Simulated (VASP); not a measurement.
A run of VASP 6.6.1 is set up as follows.

The input INCAR:

```
PREC = Accurate ; ENCUT = 520
EDIFF = 1E-6 ; ISMEAR = -1
SIGMA = 0.02 ; LREAL = False
LASPH = True ; NELM = 80
ALGO = Normal ; ISIF = 2
LWAVE = False ; LCHARG = False
GGA = PE ; NBANDS = 11
```

The input KPOINTS:

```
regular mesh
0
Gamma
  8 8 8
```

Contents of POSCAR:

```
MgS
1.0
    0.0000000000      2.7884136878      2.7884136878
    2.7884136878      0.0000000000      2.7884136878
    2.7884136878      2.7884136878      0.0000000000
Mg S
1 1
Direct
    0.0000000000      0.0000000000      0.0000000000
    0.2500000000      0.2500000000      0.2500000000
```

Potentials or basis: VASP PAW PBE potentials, release 64 (Mg, S).

Run with:

```bash
$ cat potpaw_PBE.64/Mg/POTCAR potpaw_PBE.64/S/POTCAR > POTCAR
$ mpirun -np 1 vasp_std > vasp.out
```

Question: Estimate the band gap on the k mesh.

Answer: 3.69 eV, direct.

Question: Estimate the pressure.

Answer: 3.9 GPa.

Caveat: the cell differs from its parent crystal (strain -1.5%). A k mesh can miss the band edges.
